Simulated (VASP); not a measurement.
# Sb (Cmme) in VASP: a series of runs

Sb is run at these levels: PBE; tasks: single point, relaxation of cell and atoms.

Program: VASP 6.6.1. These are calculated values, not measurements. Logs are shortened: lines on timing, memory, paths and dates and some standing lists are left out, and cuts for length are marked.

### Step 1. The cell of the first run

The structure is orthorhombic, space group Cmme (No. 67). Conventional cell: a = 4.783 Å, b = 5.481 Å, c = 4.559 Å, α = 90.00°, β = 90.00°, γ = 90.00°. Within 3.4 Å of Sb (site symmetry mm2) lie 4 Sb at 2.57 to 2.89 Å.

### Step 2. Single point, PBE

Input file INCAR:

```
SYSTEM = Sb
  PREC = Accurate
  ENCUT = 520
  EDIFF = 1E-7
  ISMEAR = 0
  SIGMA = 0.1
  LREAL = .FALSE.
  LASPH = .TRUE.
  NELM = 100
  ALGO = Normal
  ISIF = 2
  LWAVE = .FALSE.
  LCHARG = .TRUE.
  GGA = PE
  LELF = .TRUE.
  LVHAR = .TRUE.
  NBANDS = 12
```

Input file KPOINTS:

```
Automatic mesh
0
G
  6 6 4
  0 0 0
```

Input file POSCAR:

```
Sb
1.0
    2.3915902300     -2.7403982200      0.0000000000
    2.3915902300      2.7403982200      0.0000000000
    0.0000000000      0.0000000000      4.5594594000
Sb
2
Direct
    0.7500000000      0.2500000000      0.8979857100
    0.2500000000      0.7500000000      0.1020142900
```

Potentials or basis: VASP PAW PBE potentials, release 64 (Sb).

Run with:

```bash
cat potpaw_PBE.64/Sb/POTCAR > POTCAR
mpirun -np 1 vasp_std > vasp.out
```

OUTCAR:

```text
SYSTEM = Sb
   PREC = Accurate
   ENCUT = 520
   EDIFF = 1E-7
   ISMEAR = 0
   LREAL = .FALSE.
   LASPH = .TRUE.
   NELM = 100
   ISIF = 2
   GGA = PE

 ion  position               nearest neighbor table
   1  0.750  0.250  0.898-   2 2.57   2 2.57   2 2.89   2 2.89
   2  0.250  0.750  0.102-   1 2.57   1 2.57   1 2.89   1 2.89

  LATTYP: Found a base centered orthorhombic cell.
 ALAT       =     4.7831804600
 B/A-ratio  =     1.1458477233
 C/A-ratio  =     0.9532275519

  Lattice vectors:

 A1 = (   2.3915902300,  -2.7403982200,   0.0000000000)
 A2 = (   2.3915902300,   2.7403982200,   0.0000000000)
 A3 = (   0.0000000000,   0.0000000000,   4.5594594000)

Analysis of symmetry for initial positions (statically):
=====================================================================
 Subroutine PRICEL returns:
 Original cell was already a primitive cell.

 Routine SETGRP: Setting up the symmetry group for a
 base centered orthorhombic supercell.

 Subroutine GETGRP returns: Found  8 space group operations
 (whereof  4 operations were pure point group operations)
 out of a pool of  8 trial point group operations.

The static configuration has the point symmetry C_2h.
 The point group associated with its full space group is D_2h.

Analysis of symmetry for dynamics (positions and initial velocities):
=====================================================================
 Subroutine PRICEL returns:
 Original cell was already a primitive cell.

 Routine SETGRP: Setting up the symmetry group for a
 base centered orthorhombic supercell.

 Subroutine GETGRP returns: Found  8 space group operations
 (whereof  4 operations were pure point group operations)
 out of a pool of  8 trial point group operations.

The dynamic configuration has the point symmetry C_2h.
 The point group associated with its full space group is D_2h.

 Subroutine INISYM returns: Found  8 space group operations
 (whereof  4 operations are pure point group operations),
 and found     1 'primitive' translations

----------------------------------------------------------------------------------------

                                     Primitive cell

  volume of cell :      59.7646

  direct lattice vectors                    reciprocal lattice vectors
     2.391590230 -2.740398220  0.000000000     0.209065915 -0.182455235  0.000000000
     2.391590230  2.740398220  0.000000000     0.209065915  0.182455235  0.000000000
     0.000000000  0.000000000  4.559459400     0.000000000  0.000000000  0.219324247

  length of vectors
     3.637236070  3.637236070  4.559459400     0.277485981  0.277485981  0.219324247

  position of ions in fractional coordinates (direct lattice)
     0.750000000  0.250000000  0.897985710
     0.250000000  0.750000000  0.102014290

  ion indices of the primitive-cell ions
   primitive index   ion index
                 1           1
                 2           2

----------------------------------------------------------------------------------------

 KPOINTS: Automatic mesh

Automatic generation of k-mesh.
 Grid dimensions read from file:
 generate k-points for:    6    6    4

 Generating k-lattice:

  Cartesian coordinates                     Fractional coordinates (reciprocal lattice)
     0.034844319 -0.030409206  0.000000000     0.166666667  0.000000000  0.000000000
     0.034844319  0.030409206  0.000000000     0.000000000  0.166666667  0.000000000
     0.000000000  0.000000000  0.054831062     0.000000000  0.000000000  0.250000000

  Length of vectors
     0.046247663  0.046247663  0.054831062

  Shift w.r.t. Gamma in fractional coordinates (k-lattice)
     0.000000000  0.000000000  0.000000000

 Subroutine IBZKPT returns following result:
 ===========================================

 Found     39 irreducible k-points:

 Following reciprocal coordinates:
            Coordinates               Weight
  0.000000  0.000000  0.000000      1.000000
  0.166667 -0.000000  0.000000      4.000000
  0.333333 -0.000000  0.000000      4.000000
  0.500000 -0.000000  0.000000      2.000000
  0.166667  0.166667  0.000000      2.000000
  0.333333  0.166667  0.000000      4.000000
[... 16 lines left out ...]
  0.333333  0.333333  0.250000      4.000000
  0.500000  0.333333  0.250000      8.000000
 [... further k-points ...]
   k-points           NKPTS =     39   k-points in BZ     NKDIM =     39   number of bands    NBANDS=     12
   number of dos      NEDOS =    301   number of ions     NIONS =      2
   total plane-waves  NPLWV =  28224
   dimension x,y,z NGX =    28 NGY =   28 NGZ =   36
   dimension x,y,z NGXF=    56 NGYF=   56 NGZF=   72
   ions per type =               2
   NGX,Y,Z   is equivalent  to a cutoff of  12.80, 12.80, 13.13 a.u.
   NGXF,Y,Z  is equivalent  to a cutoff of  25.60, 25.60, 26.25 a.u.
 SYSTEM =  Sb
   PREC   = accura    normal or accurate (medium, high low for compatibility)
   ISTART =      0    job   : 0-new  1-cont  2-samecut
   ICHARG =      2    charge: 1-file 2-atom 10-const
   ISPIN  =      1    spin polarized calculation?
   LNONCOLLINEAR =      F non collinear calculations
   LSORBIT =      F    spin-orbit coupling
   LASPH  =      T    aspherical Exc in radial PAW
   ENCUT  =  520.0 eV  38.22 Ry    6.18 a.u.   6.76  6.76  8.48*2*pi/ulx,y,z
   NELM   =    100;   NELMIN=  2; NELMDL= -5     # of ELM steps
   EDIFF  = 0.1E-06   stopping-criterion for ELM
   LREAL  =      F    real-space projection
   EDIFFG = 0.1E-05   stopping-criterion for IOM
   NSW    =      0    number of steps for IOM
   IBRION =     -1    ionic relax: 0-MD 1-quasi-New 2-CG
   NFREE  =      0    steps in history (QN), initial steepest desc. (CG)
   ISIF   =      2    stress and relaxation
   ISYM   =      2    0-nonsym 1-usesym 2-fastsym
   POTIM  = 0.5000    time-step for ionic-motion
   TEBEG  =    0.0;   TEEND  =   0.0 temperature during run
   PSTRESS=    0.0 pullay stress
   NELECT =      10.0000    total number of electrons
   NUPDOWN=      -1.0000    fix difference up-down
   EMIN   =  10.00;   EMAX   =-10.00  energy-range for DOS
   EFERMI =   0.00;   METHOD = LEGACY
   ISMEAR =     0;   SIGMA  =   0.10  broadening in eV -4-tet -1-fermi 0-gaus
   EFERMI_NEDOS =   21; number of points for ismear=-14 and -15
   IALGO  =     38    algorithm
   IMIX   =      4    mixing-type and parameters
     AMIX     =   0.40;   BMIX     =  1.00
     AMIX_MAG =   1.60;   BMIX_MAG =  1.00
  volume/ion in A,a.u.               =      29.88       201.66
  Fermi-wavevector in a.u.,A,eV,Ry     =   0.902112  1.704744 11.072492  0.813805
  Thomas-Fermi vector in A             =   2.025275
   LORBIT       =      0    0 simple, 1 ext, 2 COOP (PROOUT), +10 PAW based schemes
   GGA     = PE    functional components
   LHFCALC =     F    Hartree Fock is set to
   AEXX    =    0.0000 exact exchange contribution
   IVDW    =     0    specifies the selected vdW correction
   LEPSILON=     F    determine dielectric tensor
   LRPA    =     F    only Hartree local field effects (RPA)
 non-spin polarized calculation
 Gauss-broadening in eV      SIGMA  =   0.10
  energy-cutoff  :      520.00
  volume of cell :       59.76
 maximum number of plane-waves:      1624
   NGX = 13   NGY = 13   NGZ = 17

 number of electron      10.0000000 magnetization

 number of electron       9.9999999 magnetization

 Free energy of the ion-electron system (eV)
  ---------------------------------------------------
  ext. energy  EPLUGINS =         0.00000000
  ---------------------------------------------------
  free energy    TOTEN  =        -6.31301256 eV

  energy without entropy =       -6.30766230  energy(sigma->0) =       -6.31033743

 E-fermi :   7.0991     XC(G=0):  -9.3550

 val. band max:        6.9837992860   @ k =   0.5000   0.1667   0.5000
 cond. band min:       7.1357066725   @ k =  -0.3333   0.1667   0.5000
 fundamental gap:      0.1519073865
 Fermi energy:         7.0991162004

 k-point     1 :       0.0000    0.0000    0.0000
  band No.  band energies     occupation
      1      -6.8729      2.00000
      2       1.9246      2.00000
      3       3.7476      2.00000
      4       5.6395      2.00000
      5       6.1924      2.00000
      6       6.5491      2.00000
      7      10.3100      0.00000
      8      12.1455      0.00000
      9      14.2029      0.00000
     10      14.6133      0.00000
     11      16.7918      0.00000
     12      17.2120      0.00000

 k-point     2 :       0.1667   -0.0000    0.0000
  band No.  band energies     occupation
      1      -6.5345      2.00000
      2       0.9200      2.00000
      3       3.3761      2.00000
      4       5.2982      2.00000
      5       6.3627      2.00000
      6       8.0156      0.00000
      7      10.7424      0.00000
      8      12.0404      0.00000
      9      12.1869      0.00000
     10      14.9839      0.00000
     11      15.4582      0.00000
     12      16.3059      0.00000

 k-point     3 :       0.3333   -0.0000    0.0000
  band No.  band energies     occupation
      1      -5.5207      2.00000
      2      -1.5736      2.00000
      3       4.0321      2.00000
      4       6.0369      2.00000
      5       6.4277      2.00000
      6       8.7991      0.00000
      7       9.4469      0.00000
      8      10.3021      0.00000
      9      12.4453      0.00000
     10      13.8143      0.00000
     11      15.9521      0.00000
     12      16.4710      0.00000
[... 286 lines left out ...]
 k-point    23 :       0.3333    0.3333    0.2500
  band No.  band energies     occupation
      1      -3.6168      2.00000
      2      -2.1052      2.00000
      3       1.3705      2.00000
      4       4.7565      2.00000
      5       5.0191      2.00000
      6       7.3772      0.00008
      7       9.3772      0.00000
      8      13.0541      0.00000
      9      13.1986      0.00000
     10      15.4362      0.00000
     11      15.9368      0.00000
     12      17.6740      0.00000

 k-point    24 :       0.5000    0.3333    0.2500
  band No.  band energies     occupation
      1      -3.2857      2.00000
      2      -1.7190      2.00000
      3       1.6852      2.00000
      4       2.8773      2.00000
      5       5.6518      2.00000
      6       6.4350      2.00000
      7       9.7341      0.00000
      8      11.1582      0.00000
      9      13.9769      0.00000
     10      14.7327      0.00000
     11      16.2607      0.00000
     12      17.4319      0.00000

 [... further k-points ...]
[... 5 lines left out ...]
  --------------------------------------------------------------------------------------
  -------------------------------------------------------------------------------------
  Total       16.4081995      3.6447310      2.7315369      0.0000000     -0.0000000      0.0000000
  in kB      439.8734145     97.7084813     73.2274419      0.0000000     -0.0000000      0.0000000
  external PRESSURE =     203.6031126 kB  Pullay stress =       0.0000000 kB

 VOLUME and BASIS-vectors are now :
 -----------------------------------------------------------------------------
  energy-cutoff  :      520.00
  volume of cell :       59.76
      direct lattice vectors                 reciprocal lattice vectors
     2.391590230 -2.740398220  0.000000000     0.209065915 -0.182455235  0.000000000
     2.391590230  2.740398220  0.000000000     0.209065915  0.182455235  0.000000000
     0.000000000  0.000000000  4.559459400     0.000000000  0.000000000  0.219324247

 POSITION                                       TOTAL-FORCE (eV/Angst)
 -----------------------------------------------------------------------------------
      2.39159     -1.37020      4.09433        -0.000000      0.000000     -3.221140
      2.39159      1.37020      0.46513         0.000000      0.000000      3.221140
 -----------------------------------------------------------------------------------
    total drift:                               -0.000000      0.000000     -0.000000

  FREE ENERGIE OF THE ION-ELECTRON SYSTEM (eV)
  ---------------------------------------------------
  free  energy   TOTEN  =        -6.3130125560 eV

  energy  without entropy=       -6.3076622956  energy(sigma->0) =       -6.31033743
```

Wall time 16 s (1 thread of Intel Xeon Platinum 8488C (Sapphire Rapids), shared host); peak memory 0.17 GiB.

Results:

- Free energy: -6.3130 eV
- Pressure: 20.4 GPa
- Largest force: 3.221 eV/Å
- Band gap on the k mesh: zero (band 5 reaches 8.02 eV, above the bottom of band 6 at 5.77 eV)

Forces in eV/Å, atoms in the order of the input:
```
Sb   0.000  0.000 -3.221
Sb   0.000  0.000  3.221
```

Caveat: spin-orbit coupling is left out, which moves the levels of the heavy elements; forces of over 1 eV/Å act on the atoms, so gaps and moduli don't describe the material at rest.

### Step 3. Single point, PBE

This run uses another cell than the first one, of 29.60 Å³/atom, 0.990 times its volume.

Input file INCAR:

```
  PREC = Accurate
  ENCUT = 520
  EDIFF = 1E-7
  ISMEAR = 0
  SIGMA = 0.1
  LREAL = False
  LASPH = True
  NELM = 60
  ALGO = Normal
  ISIF = 2
  LWAVE = False
  LCHARG = False
  GGA = PE
  NBANDS = 12
```

Input file KPOINTS:

```
regular mesh
0
Gamma
  6 6 4
```

Input file POSCAR:

```
Sb
1.0
    2.4712651876     -2.7005323712      0.0000000000
    2.4712651876      2.7005323712      0.0000000000
    0.0000000000      0.0000000000      4.4345665843
Sb
2
Direct
    0.7500000000      0.2500000000      0.8072122898
    0.2500000000      0.7500000000      0.1927877102
```

Potentials or basis: VASP PAW PBE potentials, release 64 (Sb).

Run with:

```bash
cat potpaw_PBE.64/Sb/POTCAR > POTCAR
mpirun -np 1 vasp_std > vasp.out
```

Wall time 14 s (1 thread of Intel Xeon Platinum 8488C (Sapphire Rapids), shared host); peak memory 0.18 GiB.

The run converged. Its results:

```
Free energy            : -7.7573 eV
Pressure               : 0.0 GPa
Largest force          : 0.008 eV/Å
Band gap on the k mesh : zero (band 5 reaches 9.02 eV, above the bottom of band 6 at 5.63 eV)
```

Forces in eV/Å, atoms in the order of the input:
```
Sb   0.000  0.000 -0.008
Sb   0.000  0.000  0.008
```

Stress tensor (GPa, compression positive):
```
 0.06  0.00  0.00
 0.00  0.03  0.00
 0.00  0.00 -0.17
```

Levels at points of the mesh, in eV from the Fermi level:
| k point | band 2 | band 3 | band 4 | band 5 | band 6 | band 7 | band 8 | band 9 |
| --- | --- | --- | --- | --- | --- | --- | --- | --- |
| (0.00, 0.00, 0.00) | -6.33 | -3.07 | -1.47 | -0.64 | 1.87 | 3.75 | 4.66 | 5.23 |
| (0.50, 0.00, 0.00) | -9.86 | -1.80 | -1.80 | 0.28 | 0.28 | 1.58 | 1.58 | 5.71 |
| (0.50, 0.50, 0.00) | -7.62 | -5.28 | -4.88 | 0.10 | 0.91 | 1.66 | 2.26 | 4.83 |
| (0.00, 0.00, 0.50) | -9.01 | -0.61 | 0.19 | 0.20 | 0.90 | 2.56 | 2.78 | 4.63 |
| (0.50, 0.00, 0.50) | -9.30 | -4.83 | -4.83 | 1.69 | 1.69 | 4.22 | 4.22 | 6.56 |
| (0.50, 0.50, 0.50) | -7.56 | -4.34 | -3.96 | -1.84 | -1.52 | -1.41 | -0.93 | 10.57 |

Caveat: spin-orbit coupling is left out, which moves the levels of the heavy elements.

(Part 1 of 2 ends here.)
